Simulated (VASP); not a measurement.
## AgCl: single point with PBE

Crystal: AgCl.

```
Ag Cl
1.0
     3.43397   -0.01717   -0.01717
    -0.01717    3.43397   -0.01717
    -0.01717   -0.01717    3.43397
Ag Cl
1 1
Direct
  0.00000 0.00000 0.00000
  0.50000 0.50000 0.50000
```

This cell differs from its parent crystal: equal xy, yz and zx shear strains of -1 %.

- Program: VASP 6.6.1
- Task: single point
- Functional: PBE
- Potentials or basis: VASP PAW PBE potentials, release 64 (Ag, Cl)
- Cutoff: 520 eV
- k mesh: 9 × 9 × 9
- Occupations: fermi-dirac, width 0.01 eV
- Spin: no spin polarisation
- Dipole correction: no
- Further INCAR settings: ALGO = Normal; EDIFF = 1e-07; NBANDS = 16

| Property | Result |
| --- | --- |
| Pressure | -0.3 GPa |
| Band gap on the k mesh | 0.58 eV (least direct gap 2.06 eV) |

Stress tensor (GPa, compression positive):
```
-0.25 -0.12 -0.12
-0.12 -0.25 -0.12
-0.12 -0.12 -0.25
```

Levels at points of the mesh, in eV from the valence-band top:
| k point | band 5 | band 6 | band 7 | band 8 | band 9 | band 10 | band 11 | band 12 | band 13 | band 14 |
| --- | --- | --- | --- | --- | --- | --- | --- | --- | --- | --- |
| (0.00, 0.00, 0.00) | -1.77 | -1.77 | -1.54 | -1.48 | -1.48 | 0.58 | 9.44 | 9.44 | 13.59 | 13.59 |

Wall time 30 s on 1 thread of Intel(R) Xeon(R) Platinum 8488C (Sapphire Rapids), on a shared host, peak memory 0.19 GiB.

Caveat: the cell differs from its parent crystal (equal xy, yz and zx shear strains of -1 %); semilocal functionals underestimate gaps, and a narrow one can read as zero. A k mesh can miss the band edges.
